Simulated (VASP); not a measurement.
# SnTe in VASP: further runs

Runs on SnTe. Level: PBE. Tasks: relaxation of cell and atoms, single point.

All numbers are computed with VASP 6.6.1; they aren't measurements. Logs are shortened: lines on timing, memory, paths and dates and some standing lists are left out, and cuts for length are marked.

## Step 1: The cell of the first run

Symmetry: P6_3/mmc, No. 194, hexagonal system. The conventional cell has a = 4.451 Å, b = 4.451 Å, c = 7.748 Å, α = 90.00°, β = 90.00°, γ = 120.00°. Within 4.2 Å of Sn (site symmetry -3m) lie 6 Te at 3.22 Å and 2 Sn at 3.87 Å. Within 4.2 Å of Te (site symmetry -6m2) lie 6 Sn at 3.22 Å.

The cell was built from a structure type or drawn by symmetry, and may not be a known phase.

## Step 2: Relaxation of cell and atoms, PBE

Input file INCAR:

```
  PREC = Accurate
  ENCUT = 600
  EDIFF = 1E-6
  ISMEAR = 0
  SIGMA = 0.1
  LREAL = F
  LASPH = T
  NELM = 100
  ALGO = Normal
  ISIF = 3
  LWAVE = F
  LCHARG = F
  GGA = PE
  IBRION = 2
  NSW = 100
  EDIFFG = -0.01
```

Input file KPOINTS:

```
Automatic mesh
0
Gamma
  12 12 6
```

Input file POSCAR:

```
SnTe
1.0
    4.4506610732      0.0000000000      0.0000000000
   -2.2253305366      3.8543855530      0.0000000000
    0.0000000000      0.0000000000      7.7477435295
Sn Te
2 2
Direct
    0.0000000000      0.0000000000      0.0000000000
    0.0000000000      0.0000000000      0.5000000000
    0.3333333333      0.6666666667      0.2500000000
    0.6666666667      0.3333333333      0.7500000000
```

Potentials or basis: VASP PAW PBE potentials, release 64 (Sn_d, Te).

Run with:

```
> cat potpaw_PBE.64/Sn_d/POTCAR potpaw_PBE.64/Te/POTCAR > POTCAR
> mpirun -np 1 vasp_std > vasp.out
```

OUTCAR:

```text
PREC = Accurate
   ENCUT = 600
   EDIFF = 1E-6
   ISMEAR = 0
   LREAL = F
   LASPH = T
   NELM = 100
   ISIF = 3
   GGA = PE
   IBRION = 2
   NSW = 100
   EDIFFG = -0.01

 ion  position               nearest neighbor table
   1  0.000  0.000  0.000-   3 3.22   4 3.22   3 3.22   4 3.22   4 3.22   3 3.22
   2  0.000  0.000  0.500-   3 3.22   4 3.22   3 3.22   4 3.22   4 3.22   3 3.22
   3  0.333  0.667  0.250-   1 3.22   2 3.22   1 3.22   2 3.22   1 3.22   2 3.22
   4  0.667  0.333  0.750-   1 3.22   2 3.22   1 3.22   2 3.22   1 3.22   2 3.22

  LATTYP: Found a hexagonal cell.
 ALAT       =     4.4506610732
 C/A-ratio  =     1.7408073547

  Lattice vectors:

 A1 = (   4.4506610732,   0.0000000000,   0.0000000000)
 A2 = (  -2.2253305366,   3.8543855530,   0.0000000000)
 A3 = (   0.0000000000,   0.0000000000,   7.7477435295)

Analysis of symmetry for initial positions (statically):
=====================================================================
 Subroutine PRICEL returns:
 Original cell was already a primitive cell.

 Routine SETGRP: Setting up the symmetry group for a
 hexagonal supercell.

 Subroutine GETGRP returns: Found 24 space group operations
 (whereof 12 operations were pure point group operations)
 out of a pool of 24 trial point group operations.

The static configuration has the point symmetry D_3d.
 The point group associated with its full space group is D_6h.

Analysis of symmetry for dynamics (positions and initial velocities):
=====================================================================
 Subroutine PRICEL returns:
 Original cell was already a primitive cell.

 Routine SETGRP: Setting up the symmetry group for a
 hexagonal supercell.

 Subroutine GETGRP returns: Found 24 space group operations
 (whereof 12 operations were pure point group operations)
 out of a pool of 24 trial point group operations.

The dynamic configuration has the point symmetry D_3d.
 The point group associated with its full space group is D_6h.

 Subroutine INISYM returns: Found 24 space group operations
 (whereof 12 operations are pure point group operations),
 and found     1 'primitive' translations

----------------------------------------------------------------------------------------

                                     Primitive cell

  volume of cell :     132.9092

  direct lattice vectors                    reciprocal lattice vectors
     4.450661073  0.000000000  0.000000000     0.224685723  0.129722363  0.000000000
    -2.225330537  3.854385553  0.000000000     0.000000000  0.259444725  0.000000000
     0.000000000  0.000000000  7.747743530     0.000000000  0.000000000  0.129069838

  length of vectors
     4.450661073  4.450661073  7.747743530     0.259444725  0.259444725  0.129069838

  position of ions in fractional coordinates (direct lattice)
     0.000000000  0.000000000  0.000000000
     0.000000000  0.000000000  0.500000000
     0.333333333  0.666666667  0.250000000
     0.666666667  0.333333333  0.750000000

  ion indices of the primitive-cell ions
   primitive index   ion index
                 1           1
                 2           2
                 3           3
                 4           4

----------------------------------------------------------------------------------------

 KPOINTS: Automatic mesh

Automatic generation of k-mesh.
 Grid dimensions read from file:
 generate k-points for:   12   12    6

 Generating k-lattice:

  Cartesian coordinates                     Fractional coordinates (reciprocal lattice)
     0.018723810  0.010810197  0.000000000     0.083333333  0.000000000  0.000000000
     0.000000000  0.021620394  0.000000000     0.000000000  0.083333333  0.000000000
     0.000000000  0.000000000  0.021511640     0.000000000  0.000000000  0.166666667

  Length of vectors
     0.021620394  0.021620394  0.021511640

  Shift w.r.t. Gamma in fractional coordinates (k-lattice)
     0.000000000  0.000000000  0.000000000

 Subroutine IBZKPT returns following result:
 ===========================================

 Found     76 irreducible k-points:

 Following reciprocal coordinates:
            Coordinates               Weight
  0.000000  0.000000  0.000000      1.000000
  0.083333  0.000000  0.000000      6.000000
  0.166667 -0.000000  0.000000      6.000000
  0.250000 -0.000000  0.000000      6.000000
  0.333333  0.000000  0.000000      6.000000
  0.416667  0.000000  0.000000      6.000000
[... 16 lines left out ...]
  0.250000 -0.000000  0.166667     12.000000
  0.333333  0.000000  0.166667     12.000000
 [... further k-points ...]
   k-points           NKPTS =     76   k-points in BZ     NKDIM =     76   number of bands    NBANDS=     24
   number of dos      NEDOS =    301   number of ions     NIONS =      4
   total plane-waves  NPLWV =  82944
   dimension x,y,z NGX =    36 NGY =   36 NGZ =   64
   dimension x,y,z NGXF=    72 NGYF=   72 NGZF=  128
   ions per type =               2   2
   NGX,Y,Z   is equivalent  to a cutoff of  13.45, 13.45, 13.73 a.u.
   NGXF,Y,Z  is equivalent  to a cutoff of  26.89, 26.89, 27.47 a.u.
 SYSTEM =  unknown system
   PREC   = accura    normal or accurate (medium, high low for compatibility)
   ISTART =      0    job   : 0-new  1-cont  2-samecut
   ICHARG =      2    charge: 1-file 2-atom 10-const
   ISPIN  =      1    spin polarized calculation?
   LNONCOLLINEAR =      F non collinear calculations
   LSORBIT =      F    spin-orbit coupling
   LASPH  =      T    aspherical Exc in radial PAW
   ENCUT  =  600.0 eV  44.10 Ry    6.64 a.u.   8.89  8.89 15.47*2*pi/ulx,y,z
   NELM   =    100;   NELMIN=  2; NELMDL= -5     # of ELM steps
   EDIFF  = 0.1E-05   stopping-criterion for ELM
   LREAL  =      F    real-space projection
   EDIFFG = -.1E-01   stopping-criterion for IOM
   NSW    =    100    number of steps for IOM
   IBRION =      2    ionic relax: 0-MD 1-quasi-New 2-CG
   NFREE  =      1    steps in history (QN), initial steepest desc. (CG)
   ISIF   =      3    stress and relaxation
   ISYM   =      2    0-nonsym 1-usesym 2-fastsym
   POTIM  = 0.5000    time-step for ionic-motion
   TEBEG  =    0.0;   TEEND  =   0.0 temperature during run
   PSTRESS=    0.0 pullay stress
   NELECT =      40.0000    total number of electrons
   NUPDOWN=      -1.0000    fix difference up-down
   EMIN   =  10.00;   EMAX   =-10.00  energy-range for DOS
   EFERMI =   0.00;   METHOD = LEGACY
   ISMEAR =     0;   SIGMA  =   0.10  broadening in eV -4-tet -1-fermi 0-gaus
   EFERMI_NEDOS =   21; number of points for ismear=-14 and -15
   IALGO  =     38    algorithm
   IMIX   =      4    mixing-type and parameters
     AMIX     =   0.40;   BMIX     =  1.00
     AMIX_MAG =   1.60;   BMIX_MAG =  1.00
  volume/ion in A,a.u.               =      33.23       224.23
  Fermi-wavevector in a.u.,A,eV,Ry     =   1.097092  2.073204 16.376131  1.203612
  Thomas-Fermi vector in A             =   2.233446
   LORBIT       =      0    0 simple, 1 ext, 2 COOP (PROOUT), +10 PAW based schemes
   GGA     = PE    functional components
   LHFCALC =     F    Hartree Fock is set to
   AEXX    =    0.0000 exact exchange contribution
   IVDW    =     0    specifies the selected vdW correction
   LEPSILON=     F    determine dielectric tensor
   LRPA    =     F    only Hartree local field effects (RPA)
 conjugate gradient relaxation of ions
 non-spin polarized calculation
 Gauss-broadening in eV      SIGMA  =   0.10
  energy-cutoff  :      600.00
  volume of cell :      132.91
 maximum number of plane-waves:      4467
 NGX is ok and might be reduce to    36
   NGX = 17   NGY = 17   NGZ = 31

--------------------------------------- Ionic step        1  -------------------------------------------

 number of electron      40.0000012 magnetization

 Free energy of the ion-electron system (eV)
  ---------------------------------------------------
  ext. energy  EPLUGINS =         0.00000000
  ---------------------------------------------------
  free energy    TOTEN  =       -14.92046681 eV

  energy without entropy =      -14.91837460  energy(sigma->0) =      -14.91942070

------------------------ aborting loop because EDIFF is reached ----------------------------------------

  FORCE on cell =-STRESS in cart. coord.  units (eV):
  Direction    XX          YY          ZZ          XY          YZ          ZX
  --------------------------------------------------------------------------------------
  -------------------------------------------------------------------------------------
  Total        0.2534810      0.2534810      0.7610944      0.0000000     -0.0000000      0.0000000
  in kB        3.0556321      3.0556321      9.1747487      0.0000000     -0.0000000      0.0000000
  external PRESSURE =       5.0953376 kB  Pullay stress =       0.0000000 kB

 VOLUME and BASIS-vectors are now :
 -----------------------------------------------------------------------------
  energy-cutoff  :      600.00
  volume of cell :      132.91
      direct lattice vectors                 reciprocal lattice vectors
     4.450661073  0.000000000  0.000000000     0.224685723  0.129722363  0.000000000
    -2.225330537  3.854385553  0.000000000     0.000000000  0.259444725  0.000000000
     0.000000000  0.000000000  7.747743530     0.000000000  0.000000000  0.129069838
[... 191 lines left out ...]
 POSITION                                       TOTAL-FORCE (eV/Angst)
 -----------------------------------------------------------------------------------
      4.44513      0.00000      7.85615         0.000000      0.000000     -0.000000
      4.44513      0.00000      3.92807         0.000000     -0.000000     -0.000000
     -0.00000      2.56640      1.96404         0.000000     -0.000000      0.000000
      2.22256      1.28320      5.89211        -0.000000      0.000000     -0.000000
 -----------------------------------------------------------------------------------
    total drift:                                0.000000      0.000000      0.000000

  FREE ENERGIE OF THE ION-ELECTRON SYSTEM (eV)
  ---------------------------------------------------
  free  energy   TOTEN  =       -14.9254959944 eV

  energy  without entropy=      -14.9233813402  energy(sigma->0) =      -14.92443867

--------------------------------------- Ionic step        7  -------------------------------------------

 number of electron      39.9999998 magnetization

 Free energy of the ion-electron system (eV)
  ---------------------------------------------------
  ext. energy  EPLUGINS =         0.00000000
  ---------------------------------------------------
  free energy    TOTEN  =       -14.92556050 eV

  energy without entropy =      -14.92331743  energy(sigma->0) =      -14.92443897

 E-fermi :   6.1826     XC(G=0):  -9.1673

 val. band max:        6.1339625425   @ k =   0.4167   0.0000   0.0000
 cond. band min:       6.2625434972   @ k =   0.3333   0.2500   0.5000
 fundamental gap:      0.1285809547
 Fermi energy:         6.1826305086

 k-point     1 :       0.0000    0.0000    0.0000
  band No.  band energies     occupation
      1     -15.7890      2.00000
      2     -15.7848      2.00000
      3     -15.7848      2.00000
      4     -15.7816      2.00000
      5     -15.7816      2.00000
      6     -15.7757      2.00000
[... 16 lines left out ...]
     23       7.7590      0.00000
     24       8.2323      0.00000
[... 598 lines left out ...]
      2     -15.7837      2.00000
      3     -15.7834      2.00000
      4     -15.7804      2.00000
      5     -15.7776      2.00000
      6     -15.7758      2.00000
[... 16 lines left out ...]
     23       7.8773      0.00000
     24       8.9601      0.00000

 [... further k-points ...]

------------------------ aborting loop because EDIFF is reached ----------------------------------------

  FORCE on cell =-STRESS in cart. coord.  units (eV):
  Direction    XX          YY          ZZ          XY          YZ          ZX
  --------------------------------------------------------------------------------------
  -------------------------------------------------------------------------------------
  Total       -0.0187197     -0.0187197     -0.0310812      0.0000000     -0.0000000      0.0000000
  in kB       -0.2232798     -0.2232798     -0.3707232      0.0000000     -0.0000000      0.0000000
  external PRESSURE =      -0.2724276 kB  Pullay stress =       0.0000000 kB

 VOLUME and BASIS-vectors are now :
 -----------------------------------------------------------------------------
  energy-cutoff  :      600.00
  volume of cell :      134.33
      direct lattice vectors                 reciprocal lattice vectors
     4.439986566  0.000000000  0.000000000     0.225225907  0.130034238 -0.000000000
    -2.219993283  3.845141159 -0.000000000     0.000000000  0.260068476 -0.000000000
    -0.000000000  0.000000000  7.868015036    -0.000000000  0.000000000  0.127096859

 POSITION                                       TOTAL-FORCE (eV/Angst)
 -----------------------------------------------------------------------------------
     -0.00000      0.00000     -0.00000         0.000000     -0.000000      0.000000
     -0.00000      0.00000      3.93401         0.000000      0.000000      0.000000
     -0.00000      2.56343      1.96700         0.000000      0.000000     -0.000000
      2.21999      1.28171      5.90101        -0.000000     -0.000000      0.000000
 -----------------------------------------------------------------------------------
    total drift:                               -0.000000      0.000000      0.000000

  FREE ENERGIE OF THE ION-ELECTRON SYSTEM (eV)
  ---------------------------------------------------
  free  energy   TOTEN  =       -14.9255604960 eV

  energy  without entropy=      -14.9233174345  energy(sigma->0) =      -14.92443897

 reached required accuracy - stopping structural energy minimisation
```

Run time: 13 min. Hardware: 1 thread of Intel Xeon Platinum 8259CL at 2.50GHz (Skylake/Cascade Lake), shared host; peak memory 0.48 GiB.

What came out:

- Free energy: -14.9256 eV
- Relaxed volume: 33.58 Å³/atom
- Relaxed cell: a = 4.440 Å, b = 4.440 Å, c = 7.868 Å, α = 90.00°, β = 90.00°, γ = 120.00°
- Space group after relaxing (to 0.1 Å): P6_3/mmc (No. 194)
- Energy gained by relaxing: 1.3 meV/atom
- Ionic steps: 7
- Pressure after relaxing: 0.0 GPa
- Band gap on the k mesh: zero (bands 20 and 21 overlap by 0.59 eV)

The path:
| step | energy change (eV) | largest force (eV/Å) | pressure (GPa) | volume (Å³) |
| --- | --- | --- | --- | --- |
| 1 | 0.0000 | 0.0000 | 0.51 | 132.91 |
| 2 | -0.0038 | 0.0000 | -0.14 | 134.95 |
| 3 | -0.0039 | 0.0000 | -0.07 | 134.77 |
| 4 | -0.0039 | 0.0000 | -0.11 | 134.81 |
| 5 | -0.0045 | 0.0000 | -0.07 | 134.65 |
| 6 | -0.0050 | 0.0000 | -0.05 | 134.43 |
| 7 | -0.0051 | 0.0000 | -0.03 | 134.33 |

Final structure:
```xyz
4
Lattice="4.4400 0.0000 0.0000 -2.2200 3.8451 0.0000 0.0000 0.0000 7.8680" Properties=species:S:1:pos:R:3 pbc="T T T"
Sn    0.0000    0.0000    0.0000
Sn    0.0000    0.0000    3.9340
Te    0.0000    2.5634    1.9670
Te    2.2200    1.2817    5.9010
```

Caveat: semilocal functionals underestimate gaps, so a narrow gap can read as zero; spin-orbit coupling is left out, which moves the levels of the heavy elements.

## Step 3: Single point, PBE

Input file INCAR:

```
SYSTEM = SnTe
PREC = Accurate
ENCUT = 520
EDIFF = 1E-7
ISMEAR = 0
SIGMA = 0.1
LREAL = .FALSE.
LASPH = .TRUE.
NELM = 100
ALGO = Normal
ISIF = 2
LWAVE = .FALSE.
LCHARG = .FALSE.
GGA = PE
NBANDS = 28
```

Input file KPOINTS:

```
Automatic mesh
0
G
  4 4 4
  0 0 0
```

Input file POSCAR:

```
SnTe
1.0
    2.2201400663     -3.8693505832      0.0000000000
    2.2201400663      3.8693505832      0.0000000000
    0.0000000000      0.0000000000      7.7477435295
Sn Te
2 2
Direct
    0.5000968182      0.5000968182      0.5000000000
    0.4999031818      0.4999031818      0.0000000000
    0.1678320158      0.8321679842      0.7500000000
    0.8321679842      0.1678320158      0.2500000000
```

Potentials or basis: VASP PAW PBE potentials, release 64 (Sn_d, Te).

Run with:

```
> cat potpaw_PBE.64/Sn_d/POTCAR potpaw_PBE.64/Te/POTCAR > POTCAR
> mpirun -np 1 vasp_std > vasp.out
```

Wall time 93 s (1 thread of Intel Xeon Platinum 8375C at 2.90GHz (Ice Lake), shared host); peak memory 0.29 GiB.

Results (log left out):

| Quantity | Value |
| --- | --- |
| Free energy | -14.9700 eV |
| Pressure | 0.0 GPa |
| Largest force | 0.006 eV/Å |
| Band gap on the k mesh | zero (bands 20 and 21 overlap by 0.14 eV) |

Forces in eV/Å, atoms in the order of the input:
```
Sn  -0.001  0.000  0.000
Sn   0.001  0.000  0.000
Te   0.000  0.006  0.000
Te   0.000 -0.006  0.000
```

Stress tensor (GPa, compression positive):
```
 0.06  0.00  0.00
 0.00  0.00  0.00
 0.00  0.00 -0.07
```

Levels at points of the mesh, in eV from the Fermi level:
```
           k point  band 18  band 19  band 20  band 21  band 22  band 23
(0.00, 0.00, 0.00)    -1.54    -1.52    -0.20     0.58     1.52     1.57
(0.50, 0.00, 0.00)    -1.71    -1.52    -0.91    -0.13     0.44     1.60
(0.50, 0.50, 0.00)    -1.67    -1.50    -0.86    -0.09     0.49     1.60
(0.00, 0.00, 0.50)    -1.73    -1.38    -1.38     1.63     1.63     1.65
(0.50, 0.00, 0.50)    -2.81    -2.76    -2.76     1.52     1.52     2.40
(0.50, 0.50, 0.50)    -2.81    -2.72    -2.72     1.55     1.55     2.43
```

Caveat: the k points lie up to 0.41 Å⁻¹ apart; semilocal functionals underestimate gaps, so a narrow gap can read as zero; spin-orbit coupling is left out, which moves the levels of the heavy elements.

(Part 1 of 2 ends here.)
